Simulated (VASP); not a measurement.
Input of a VASP 6.6.1 run:

File INCAR:

```
PREC = Accurate
ENCUT = 520
EDIFF = 1E-6
ISMEAR = -1
SIGMA = 0.1
LREAL = False
LASPH = True
NELM = 100
ALGO = Normal
ISIF = 2
LWAVE = False
LCHARG = True
GGA = PE
LELF = True
LVHAR = True
NBANDS = 12
```

File KPOINTS:

```
regular mesh
0
Gamma
  19 19 19
```

The input POSCAR:

```
Zn
1.0
   -1.2011315879      1.2011315879      1.2011315879
    1.2011315879     -1.2011315879      1.2011315879
    1.2011315879      1.2011315879     -1.2011315879
Zn
1
Direct
    0.0000000000      0.0000000000      0.0000000000
```

Potentials or basis: VASP PAW PBE potentials, release 64 (Zn).

Launch:

```console
$ cat potpaw_PBE.64/Zn/POTCAR > POTCAR
$ mpirun -np 1 vasp_std > vasp.out
```

(1) Predict the pressure.

(2) What does it give for the band gap on the k mesh?

Answers

(1) 409.2 GPa.

(2) zero (band 6 reaches 17.49 eV, above the bottom of band 7 at 12.99 eV).
